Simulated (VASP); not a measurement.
# Cu: relaxation of cell and atoms with PBE+D3(BJ)

Crystal: Cu.

```xyz
1
Lattice="0.0000 1.8075 1.8075 1.8075 0.0000 1.8075 1.8075 1.8075 0.0000" Properties=species:S:1:pos:R:3 pbc="T T T"
Cu    0.0000    0.0000    0.0000
```

| Item | Value |
| --- | --- |
| Program | VASP 6.6.1 |
| Task | relaxation of cell and atoms |
| Functional | PBE |
| Dispersion | D3(BJ) |
| Potentials or basis | VASP PAW PBE potentials, release 64 (Cu) |
| Cutoff | 600 eV |
| k mesh | 20 × 20 × 20 |
| Occupations | gaussian, width 0.1 eV |
| Spin | no spin polarisation |
| Target pressure | 21.1 GPa |
| Dipole correction | no |
| Further INCAR settings | ALGO = Normal; EDIFF = 1e-07; IBRION = 2; EDIFFG = -0.002; NSW = 100; ISIF = 3 |

```
Relaxed volume                                         : 10.27 Å³/atom
Relaxed cell                                           : a = 2.440 Å, b = 2.440 Å, c = 2.440 Å, α = 60.00°, β = 60.00°, γ = 60.00°
Space group after relaxing (to 0.05 Å)                 : Fm-3m (No. 225)
Energy change on relaxing (the enthalpy is what falls) : +55.7 meV/atom
Ionic steps                                            : 8
Pressure after relaxing                                : 21.1 GPa
Dispersion energy per atom                             : -0.674 eV
```

Step by step:
| step | energy change (eV) | largest force (eV/Å) | pressure (GPa) | volume (Å³) |
| --- | --- | --- | --- | --- |
| 1 | 0.0000 | 0.0000 | -5.85 | 11.81 |
| 2 | 0.5129 | 0.0000 | 82.85 | 8.73 |
| 3 | 0.0491 | 0.0000 | 19.79 | 10.32 |
| 4 | 0.0543 | 0.0000 | 20.83 | 10.28 |
| 5 | 0.0581 | 0.0000 | 21.58 | 10.25 |
| 6 | 0.0528 | 0.0000 | 20.52 | 10.29 |
| 7 | 0.0559 | 0.0000 | 21.14 | 10.26 |
| 8 | 0.0557 | 0.0000 | 21.10 | 10.27 |

Final structure:
```
CELL_PARAMETERS angstrom
0.00000 1.72503 1.72503
1.72503 0.00000 1.72503
1.72503 1.72503 0.00000
ATOMIC_POSITIONS crystal
Cu 0.00000 0.00000 0.00000
```

Levels at points of the mesh, in eV from the Fermi level:
| k point | band 3 | band 4 | band 5 | band 6 | band 7 | band 8 | band 9 |
| --- | --- | --- | --- | --- | --- | --- | --- |
| (0.00, 0.00, 0.00) | -3.50 | -3.50 | -2.48 | -2.48 | 23.70 | 27.46 | 27.46 |
| (0.50, 0.00, 0.00) | -3.55 | -1.77 | -1.77 | -1.43 | 4.52 | 22.12 | 24.34 |
| (0.50, 0.50, 0.00) | -1.80 | -1.60 | -1.60 | 1.39 | 8.15 | 14.21 | 14.21 |

Run time: 78 s on 1 thread of AMD EPYC 9R45 96-Core Processor (Zen 5), with other jobs on the host, peak memory 0.14 GiB.

Caveat: the cell is relaxed towards a set pressure, so the enthalpy falls and the energy may rise; pairwise dispersion overbinds metals, which lowers pressure and volume.
